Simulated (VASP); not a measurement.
Write the native input for VASP 6.6.1 that does the following.

```yaml
Task: single point
Functional: PBEsol
Potentials_or_basis: VASP PAW PBE potentials, release 64 (Al, Cu)
Cutoff: 520 eV
k_mesh: 16 × 16 × 16
Occupations: gaussian, width 0.1 eV
Spin: no spin polarisation
Dipole_correction: no
Further_INCAR_settings: ALGO = Normal; EDIFF = 1e-06; NBANDS = 16
```

The structure of Al2Cu lies in POSCAR:

```
Al2Cu
1.0
   -1.8512718955      1.8512718955      2.6180938222
    1.8512718955     -1.8512718955      2.6180938222
    1.8512718955      1.8512718955     -2.6180938222
Al Cu
2 1
Direct
    0.7500000000      0.2500000000      0.5000000000
    0.2500000000      0.7500000000      0.5000000000
    0.5000000000      0.5000000000      0.0000000000
```

One way to write it, as run:

INCAR

```
PREC = Accurate
ENCUT = 520
EDIFF = 1E-6
ISMEAR = 0
SIGMA = 0.1
LREAL = False
LASPH = True
NELM = 60
ALGO = Normal
ISIF = 2
LWAVE = False
LCHARG = False
GGA = PS
NBANDS = 16
```

KPOINTS

```
Automatic mesh
0
Gamma
  16 16 16
```

Potentials or basis: VASP PAW PBE potentials, release 64 (Al, Cu).

Run with:

```console
$ cat potpaw_PBE.64/Al/POTCAR potpaw_PBE.64/Cu/POTCAR > POTCAR
$ mpirun -np 1 vasp_std > vasp.out
```

It gave:

```json
{
 "Pressure": "50.2 GPa",
 "Band gap on the k mesh": "zero (an odd number of electrons rules out a gap without spin polarisation)"
}
```

Caveat: the cell stands under pressure; the PAW data sets were made with another functional, which shifts forces and pressure a little.

Run time: 2.3 min on 1 thread of Intel Xeon 8259CL, on a shared host, peak memory 0.22 GiB.
